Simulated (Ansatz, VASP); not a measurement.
## Ta2Mo: VASP beside Ansatz

```xyz
3
Lattice="0.0000 3.1309 3.1309 3.1309 0.0000 3.1309 3.1309 3.1309 0.0000" Properties=species:S:1:pos:R:3 pbc="T T T"
Ta    1.5654    1.5654    1.5654
Ta    4.6963    4.6963    4.6963
Mo    0.0000    0.0000    0.0000
```

Alike in both runs: functional PBE; k mesh 12 × 12 × 12; occupations gaussian, width 0.1 eV; no spin polarisation.

Ansatz relaxed the structure, and its values are those at the end. VASP's run is a single point on that final structure, the one shown.

|  | VASP | Ansatz |
| --- | --- | --- |
| version | VASP 6.6.1 | Ansatz 0.2.0 |
| potentials or method | VASP PAW PBE potentials, release 64 (Ta_pv, Mo_sv), cutoff 520 eV | scalar-relativistic, plane waves, PAW |
| valence electrons in the cell | 36 | 40 |

```csv
,VASP,Ansatz,Ansatz less VASP
gap on the k mesh at the Fermi level (eV),none,none,-
pressure (GPa),0.2,0.0,-0.15
```

A gap of «none» marks a metal or a gap that the smearing closes. VASP's potentials hold 36 valence electrons a cell and Ansatz's 40, so a difference there can come from the potentials and not from the codes.

Spin-orbit coupling is off throughout.
